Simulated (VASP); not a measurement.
Write the native input for VASP 6.6.1 that does the following.

* Task: single point
* Functional: PBE
* Potentials or basis: VASP PAW PBE potentials, release 64 (Ca_sv, F)
* Cutoff: 600 eV
* k mesh: 8 × 8 × 8
* Occupations: gaussian, width 0.02 eV
* Spin: no spin polarisation
* Dipole correction: no
* Further INCAR settings: ALGO = Normal; EDIFF = 1e-06; NBANDS = 19

The structure of CaF2 lies in POSCAR:

```
CaF2
1.0
    0.0000000000      2.8094204328      2.8094204328
    2.8094204328      0.0000000000      2.8094204328
    2.8094204328      2.8094204328      0.0000000000
Ca F
1 2
Direct
    0.0000000000      0.0000000000      0.0000000000
    0.7500000000      0.7500000000      0.7500000000
    0.2500000000      0.2500000000      0.2500000000
```

The input as run:

INCAR

```
SYSTEM = CaF2
PREC = Accurate ; ENCUT = 600
EDIFF = 1E-6 ; ISMEAR = 0
SIGMA = 0.02 ; LREAL = .FALSE.
LASPH = .TRUE. ; NELM = 120
ALGO = Normal ; ISIF = 2
LWAVE = .FALSE. ; LCHARG = .FALSE.
GGA = PE ; NBANDS = 19
GGA_COMPAT = .FALSE.
```

KPOINTS

```
Automatic mesh
0
G
  8 8 8
  0 0 0
```

Potentials or basis: VASP PAW PBE potentials, release 64 (Ca_sv, F).

Launch:

```console
$ cat potpaw_PBE.64/Ca_sv/POTCAR potpaw_PBE.64/F/POTCAR > POTCAR
$ mpirun -np 1 vasp_std > vasp.out
```

Results of the run:

| Quantity | Value |
| --- | --- |
| Pressure | -3.9 GPa |
| Band gap on the k mesh | 6.79 eV (least direct gap 7.03 eV) |

Caveat: the cell stands under tension.

Wall time 9.3 s on 1 thread of Intel(R) Xeon(R) 6975P-C (Granite Rapids), on a shared host, peak memory 0.18 GiB.
